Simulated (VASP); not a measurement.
# Ti in VASP: further runs

The runs below take Ti through single point, with r2SCAN.

Program: VASP 6.6.1. These are calculated values, not measurements. Logs are shortened: lines on timing, memory, paths and dates and some standing lists are left out, and cuts for length are marked.

## (1) The cell of the first run

The structure is cubic, space group Im-3m (No. 229). The conventional cell has a = 3.282 Å, b = 3.282 Å, c = 3.282 Å, α = 90.00°, β = 90.00°, γ = 90.00°. Ti (site symmetry m-3m) has 14 Ti at 2.84 to 3.28 Å within 3.7 Å.

This isn't the form of Ti at room conditions, which is hcp.

## (2) Single point, r2SCAN

File POSCAR:

```
Ti
1.0
   -1.6410000000      1.6410000000      1.6410000000
    1.6410000000     -1.6410000000      1.6410000000
    1.6410000000      1.6410000000     -1.6410000000
Ti
1
Direct
    0.0000000000      0.0000000000      0.0000000000
```

File INCAR.step1:

```
SYSTEM = Ti
  PREC = Accurate
  ENCUT = 520
  ISMEAR = -1
  SIGMA = 0.1
  LREAL = .False.
  LASPH = .True.
  NELM = 80
  NBANDS = 12
  GGA = PE
  ALGO = Normal
  EDIFF = 1E-4
  LWAVE = .True.
  LCHARG = .False.
```

File INCAR.step2:

```
SYSTEM = Ti
  PREC = Accurate
  ENCUT = 520
  EDIFF = 1E-6
  ISMEAR = -1
  SIGMA = 0.1
  LREAL = .False.
  LASPH = .True.
  NELM = 80
  ALGO = Normal
  ISIF = 2
  LWAVE = .False.
  LCHARG = .False.
  METAGGA = R2SCAN
  LMIXTAU = .True.
  NBANDS = 12
  ISTART = 1
```

File KPOINTS:

```
regular mesh
0
Gamma
  15 15 15
  0 0 0
```

Potentials or basis: VASP PAW PBE potentials, release 64 (Ti_sv).

On the command line:

```
$ cat potpaw_PBE.64/Ti_sv/POTCAR > POTCAR
$ cp INCAR.step1 INCAR
$ mpirun -np 1 vasp_std > vasp.out
$ cp INCAR.step2 INCAR
$ mpirun -np 1 vasp_std > vasp.out
```

OUTCAR:

```text
SYSTEM = Ti
   PREC = Accurate
   ENCUT = 520
   EDIFF = 1E-6
   ISMEAR = -1
   LREAL = .False.
   LASPH = .True.
   NELM = 80
   ISIF = 2
   METAGGA = R2SCAN
   ISTART = 1

 ion  position               nearest neighbor table
   1  0.000  0.000  0.000-

  LATTYP: Found a body centered cubic cell.
 ALAT       =     3.2820000000

  Lattice vectors:

 A1 = (  -1.6410000000,   1.6410000000,   1.6410000000)
 A2 = (   1.6410000000,  -1.6410000000,   1.6410000000)
 A3 = (   1.6410000000,   1.6410000000,  -1.6410000000)

Analysis of symmetry for initial positions (statically):
=====================================================================
 Subroutine PRICEL returns:
 Original cell was already a primitive cell.

 Routine SETGRP: Setting up the symmetry group for a
 body centered cubic supercell.

 Subroutine GETGRP returns: Found 48 space group operations
 (whereof 48 operations were pure point group operations)
 out of a pool of 48 trial point group operations.

The static configuration has the point symmetry O_h .

Analysis of symmetry for dynamics (positions and initial velocities):
=====================================================================
 Subroutine PRICEL returns:
 Original cell was already a primitive cell.

 Routine SETGRP: Setting up the symmetry group for a
 body centered cubic supercell.

 Subroutine GETGRP returns: Found 48 space group operations
 (whereof 48 operations were pure point group operations)
 out of a pool of 48 trial point group operations.

The dynamic configuration has the point symmetry O_h .

 Subroutine INISYM returns: Found 48 space group operations
 (whereof 48 operations are pure point group operations),
 and found     1 'primitive' translations

----------------------------------------------------------------------------------------

                                     Primitive cell

  volume of cell :      17.6761

  direct lattice vectors                    reciprocal lattice vectors
    -1.641000000  1.641000000  1.641000000     0.000000000  0.304692261  0.304692261
     1.641000000 -1.641000000  1.641000000     0.304692261  0.000000000  0.304692261
     1.641000000  1.641000000 -1.641000000     0.304692261  0.304692261  0.000000000

  length of vectors
     2.842295375  2.842295375  2.842295375     0.430899928  0.430899928  0.430899928

  position of ions in fractional coordinates (direct lattice)
     0.000000000  0.000000000  0.000000000

  ion indices of the primitive-cell ions
   primitive index   ion index
                 1           1

----------------------------------------------------------------------------------------

 KPOINTS: regular mesh

Automatic generation of k-mesh.
 Grid dimensions read from file:
 generate k-points for:   15   15   15

 Generating k-lattice:

  Cartesian coordinates                     Fractional coordinates (reciprocal lattice)
     0.000000000  0.020312817  0.020312817     0.066666667  0.000000000  0.000000000
     0.020312817  0.000000000  0.020312817     0.000000000  0.066666667  0.000000000
     0.020312817  0.020312817  0.000000000     0.000000000  0.000000000  0.066666667

  Length of vectors
     0.028726662  0.028726662  0.028726662

  Shift w.r.t. Gamma in fractional coordinates (k-lattice)
     0.000000000  0.000000000  0.000000000

 Subroutine IBZKPT returns following result:
 ===========================================

 Found    120 irreducible k-points:

 Following reciprocal coordinates:
            Coordinates               Weight
  0.000000  0.000000  0.000000      1.000000
  0.066667  0.000000  0.000000     12.000000
  0.133333  0.000000  0.000000     12.000000
  0.200000  0.000000  0.000000     12.000000
  0.266667  0.000000  0.000000     12.000000
  0.333333  0.000000  0.000000     12.000000
[... 16 lines left out ...]
  0.333333  0.200000  0.000000     48.000000
  0.400000  0.200000  0.000000     24.000000
 [... further k-points ...]
   k-points           NKPTS =    120   k-points in BZ     NKDIM =    120   number of bands    NBANDS=     12
   number of dos      NEDOS =    301   number of ions     NIONS =      1
   total plane-waves  NPLWV =  13824
   dimension x,y,z NGX =    24 NGY =   24 NGZ =   24
   dimension x,y,z NGXF=    48 NGYF=   48 NGZF=   48
   ions per type =               1
   NGX,Y,Z   is equivalent  to a cutoff of  14.04, 14.04, 14.04 a.u.
   NGXF,Y,Z  is equivalent  to a cutoff of  28.08, 28.08, 28.08 a.u.
 SYSTEM =  Ti
   PREC   = accura    normal or accurate (medium, high low for compatibility)
   ISTART =      1    job   : 0-new  1-cont  2-samecut
   ICHARG =      0    charge: 1-file 2-atom 10-const
   ISPIN  =      1    spin polarized calculation?
   LNONCOLLINEAR =      F non collinear calculations
   LSORBIT =      F    spin-orbit coupling
   LASPH  =      T    aspherical Exc in radial PAW
   ENCUT  =  520.0 eV  38.22 Ry    6.18 a.u.   5.28  5.28  5.28*2*pi/ulx,y,z
   NELM   =     80;   NELMIN=  2; NELMDL=  0     # of ELM steps
   EDIFF  = 0.1E-05   stopping-criterion for ELM
   LREAL  =      F    real-space projection
   EDIFFG = 0.1E-04   stopping-criterion for IOM
   NSW    =      0    number of steps for IOM
   IBRION =     -1    ionic relax: 0-MD 1-quasi-New 2-CG
   NFREE  =      0    steps in history (QN), initial steepest desc. (CG)
   ISIF   =      2    stress and relaxation
   ISYM   =      2    0-nonsym 1-usesym 2-fastsym
   POTIM  = 0.5000    time-step for ionic-motion
   TEBEG  =    0.0;   TEEND  =   0.0 temperature during run
   PSTRESS=    0.0 pullay stress
   NELECT =      12.0000    total number of electrons
   NUPDOWN=      -1.0000    fix difference up-down
   EMIN   =  10.00;   EMAX   =-10.00  energy-range for DOS
   EFERMI =   0.00;   METHOD = LEGACY
   ISMEAR =    -1;   SIGMA  =   0.10  broadening in eV -4-tet -1-fermi 0-gaus
   EFERMI_NEDOS =   21; number of points for ismear=-14 and -15
   IALGO  =     38    algorithm
   IMIX   =      4    mixing-type and parameters
     AMIX     =   0.40;   BMIX     =  1.00
     AMIX_MAG =   1.60;   BMIX_MAG =  1.00
  volume/ion in A,a.u.               =      17.68       119.28
  Fermi-wavevector in a.u.,A,eV,Ry     =   1.438821  2.718977 28.166848  2.070205
  Thomas-Fermi vector in A             =   2.557745
   LORBIT       =      0    0 simple, 1 ext, 2 COOP (PROOUT), +10 PAW based schemes
   METAGGA = R2SCAN    functional components
   LHFCALC =     F    Hartree Fock is set to
   AEXX    =    0.0000 exact exchange contribution
   IVDW    =     0    specifies the selected vdW correction
   LEPSILON=     F    determine dielectric tensor
   LRPA    =     F    only Hartree local field effects (RPA)
 non-spin polarized calculation
  energy-cutoff  :      520.00
  volume of cell :       17.68
 maximum number of plane-waves:       486
 NGX is ok and might be reduce to    24
   NGX = 11   NGY = 11   NGZ = 11

 number of electron      12.0000001 magnetization

 Free energy of the ion-electron system (eV)
  ---------------------------------------------------
  ext. energy  EPLUGINS =         0.00000000
  ---------------------------------------------------
  free energy    TOTEN  =       -12.84807111 eV

  energy without entropy =      -12.77278363  energy(sigma->0) =      -12.81042737

 E-fermi :   7.9401     XC(G=0): -12.3101

 val. band max:        7.9350970537   @ k =  -0.4000  -0.4667   0.0667
 cond. band min:       7.9410120530   @ k =  -0.3333  -0.4667   0.0667
 fundamental gap:      0.0059149993
 Fermi energy:         7.9401494410

 k-point     1 :       0.0000    0.0000    0.0000
  band No.  band energies     occupation
      1     -51.0102      2.00000
      2     -25.8328      2.00000
      3     -25.8328      2.00000
      4     -25.8328      2.00000
      5       1.6337      2.00000
      6       9.0628      0.00003
      7       9.0628      0.00003
      8       9.0628      0.00003
      9      10.8058      0.00000
     10      10.8058      0.00000
     11      25.9003      0.00000
     12      25.9003      0.00000

 k-point     2 :       0.0667    0.0000    0.0000
  band No.  band energies     occupation
      1     -51.0047      2.00000
      2     -25.8624      2.00000
      3     -25.8418      2.00000
      4     -25.8330      2.00000
      5       1.7891      2.00000
      6       8.9905      0.00005
      7       9.0399      0.00003
      8       9.1733      0.00001
      9      10.7225      0.00000
     10      10.8098      0.00000
     11      25.6204      0.00000
     12      25.8742      0.00000

 k-point     3 :       0.1333    0.0000    0.0000
  band No.  band energies     occupation
      1     -50.9893      2.00000
      2     -25.9454      2.00000
      3     -25.8671      2.00000
      4     -25.8336      2.00000
      5       2.2405      2.00000
      6       8.7922      0.00040
      7       8.9312      0.00010
      8       9.4957      0.00000
      9      10.5584      0.00000
     10      10.8261      0.00000
     11      24.7618      0.00000
     12      25.6230      0.00000
[... 286 lines left out ...]
 k-point    23 :       0.3333    0.2000    0.0000
  band No.  band energies     occupation
      1     -50.8773      2.00000
      2     -26.3968      2.00000
      3     -26.1126      2.00000
      4     -25.8965      2.00000
      5       6.1083      2.00000
      6       7.4930      1.97741
      7       7.8918      1.23716
      8      10.7035      0.00000
      9      11.2617      0.00000
     10      13.4221      0.00000
     11      17.4813      0.00000
     12      19.7078      0.00000

 k-point    24 :       0.4000    0.2000    0.0000
  band No.  band energies     occupation
      1     -50.8727      2.00000
      2     -26.4074      2.00000
      3     -26.1304      2.00000
      4     -25.8978      2.00000
      5       6.1959      2.00000
      6       7.5652      1.95402
      7       7.8765      1.30783
      8      10.7543      0.00000
      9      11.2985      0.00000
     10      13.8473      0.00000
     11      16.7651      0.00000
     12      19.5215      0.00000

 [... further k-points ...]
[... 5 lines left out ...]
  --------------------------------------------------------------------------------------
  -------------------------------------------------------------------------------------
  Total       -0.2472706     -0.2472706     -0.2472706     -0.0000000     -0.0000000      0.0000000
  in kB      -22.4128609    -22.4128609    -22.4128609     -0.0000000     -0.0000000      0.0000000
  external PRESSURE =     -22.4128609 kB  Pullay stress =       0.0000000 kB

 VOLUME and BASIS-vectors are now :
 -----------------------------------------------------------------------------
  energy-cutoff  :      520.00
  volume of cell :       17.68
      direct lattice vectors                 reciprocal lattice vectors
    -1.641000000  1.641000000  1.641000000     0.000000000  0.304692261  0.304692261
     1.641000000 -1.641000000  1.641000000     0.304692261  0.000000000  0.304692261
     1.641000000  1.641000000 -1.641000000     0.304692261  0.304692261  0.000000000

 POSITION                                       TOTAL-FORCE (eV/Angst)
 -----------------------------------------------------------------------------------
      0.00000      0.00000      0.00000         0.000000      0.000000     -0.000000
 -----------------------------------------------------------------------------------
    total drift:                                0.000000      0.000000      0.000000

  FREE ENERGIE OF THE ION-ELECTRON SYSTEM (eV)
  ---------------------------------------------------
  free  energy   TOTEN  =       -12.8480711129 eV

  energy  without entropy=      -12.7727836289  energy(sigma->0) =      -12.81042737
```

Run time: 77 s. Hardware: 1 thread of Intel Xeon Platinum 8488C (Sapphire Rapids), shared host; peak memory 0.15 GiB.

What came out:

| Quantity | Value |
| --- | --- |
| Free energy | -12.8481 eV |
| Pressure | -2.2 GPa |
| Band gap on the k mesh | zero (bands 6 and 7 overlap by 1.79 eV) |

Caveat: the PAW data sets were made with another functional, which shifts forces and pressure a little.

## (3) Single point, r2SCAN

File POSCAR:

```
Ti
1.0
   -1.6574100000      1.6574100000      1.6410000000
    1.6574100000     -1.6574100000      1.6410000000
    1.6245900000      1.6245900000     -1.6410000000
Ti
1
Direct
    0.0000000000      0.0000000000      0.0000000000
```

File INCAR.step1:

```
  ALGO = Normal
  EDIFF = 1E-4
  ENCUT = 520
  GGA = PE
  ISMEAR = -1
  LASPH = True
  LCHARG = False
  LREAL = False
  LWAVE = True
  NBANDS = 12
  NELM = 60
  PREC = Accurate
  SIGMA = 0.1
```

File INCAR.step2:

```
  ALGO = Normal
  EDIFF = 1E-6
  ENCUT = 520
  ISIF = 2
  ISMEAR = -1
  ISTART = 1
  LASPH = True
  LCHARG = False
  LMIXTAU = True
  LREAL = False
  LWAVE = False
  METAGGA = R2SCAN
  NBANDS = 12
  NELM = 60
  PREC = Accurate
  SIGMA = 0.1
```

File KPOINTS:

```
k-points
0
Gamma
  15 15 15
```

Potentials or basis: VASP PAW PBE potentials, release 64 (Ti_sv).

On the command line:

```
$ cat potpaw_PBE.64/Ti_sv/POTCAR > POTCAR
$ cp INCAR.step1 INCAR
$ mpirun -np 1 vasp_std > vasp.out
$ cp INCAR.step2 INCAR
$ mpirun -np 1 vasp_std > vasp.out
```

Wall time 4.2 min (1 thread of Intel Xeon Platinum 8488C (Sapphire Rapids), shared host); peak memory 0.22 GiB.

The run converged. Its results:

| Item | Value |
| --- | --- |
| Free energy | -12.8472 eV |
| Pressure | -2.2 GPa |
| Band gap on the k mesh | zero (bands 6 and 7 overlap by 1.77 eV) |

Stress tensor (GPa, compression positive):
```
-2.25  0.84  0.00
 0.84 -2.25  0.00
 0.00  0.00 -2.22
```

Levels at points of the mesh, in eV from the Fermi level:
| k point | band 4 | band 5 | band 6 | band 7 | band 8 | band 9 |
| --- | --- | --- | --- | --- | --- | --- |
| (0.00, 0.00, 0.00) | -33.76 | -6.31 | 1.02 | 1.12 | 1.23 | 2.87 |

Caveat: the PAW data sets were made with another functional, which shifts forces and pressure a little.

## (4) Single point, r2SCAN

File POSCAR:

```
Ti
1.0
   -1.6519400000      1.6519400000      1.6410000000
    1.6519400000     -1.6519400000      1.6410000000
    1.6300600000      1.6300600000     -1.6410000000
Ti
1
Direct
    0.0000000000      0.0000000000      0.0000000000
```

File INCAR.step1:

```
PREC = Accurate
ENCUT = 520
ISMEAR = -1
SIGMA = 0.1
LREAL = F
LASPH = T
NELM = 80
NBANDS = 12
GGA = PE
ALGO = Normal
EDIFF = 1E-4
LWAVE = T
LCHARG = F
```

File INCAR.step2:

```
PREC = Accurate
ENCUT = 520
EDIFF = 1E-6
ISMEAR = -1
SIGMA = 0.1
LREAL = F
LASPH = T
NELM = 80
ALGO = Normal
ISIF = 2
LWAVE = F
LCHARG = F
METAGGA = R2SCAN
LMIXTAU = T
NBANDS = 12
ISTART = 1
```

File KPOINTS:

```
regular mesh
0
Gamma
  15 15 15
```

On the command line:

```
$ cat potpaw_PBE.64/Ti_sv/POTCAR > POTCAR
$ cp INCAR.step1 INCAR
$ mpirun -np 1 vasp_std > vasp.out
$ cp INCAR.step2 INCAR
$ mpirun -np 1 vasp_std > vasp.out
```

Run time: 4.1 min. Hardware: 1 thread of Intel Xeon Platinum 8488C (Sapphire Rapids), shared host; peak memory 0.22 GiB.

Results (log left out):

| Property | Result |
| --- | --- |
| Free energy | -12.8477 eV |
| Pressure | -2.2 GPa |
| Band gap on the k mesh | zero (bands 6 and 7 overlap by 1.77 eV) |

Stress tensor (GPa, compression positive):
```
-2.25  0.56  0.00
 0.56 -2.25  0.00
 0.00  0.00 -2.24
```

Levels at points of the mesh, in eV from the Fermi level:
| k point | band 4 | band 5 | band 6 | band 7 | band 8 | band 9 |
| --- | --- | --- | --- | --- | --- | --- |
| (0.00, 0.00, 0.00) | -33.77 | -6.31 | 1.05 | 1.12 | 1.19 | 2.87 |

Caveat: the PAW data sets were made with another functional, which shifts forces and pressure a little.

[end of part 1 of 2]
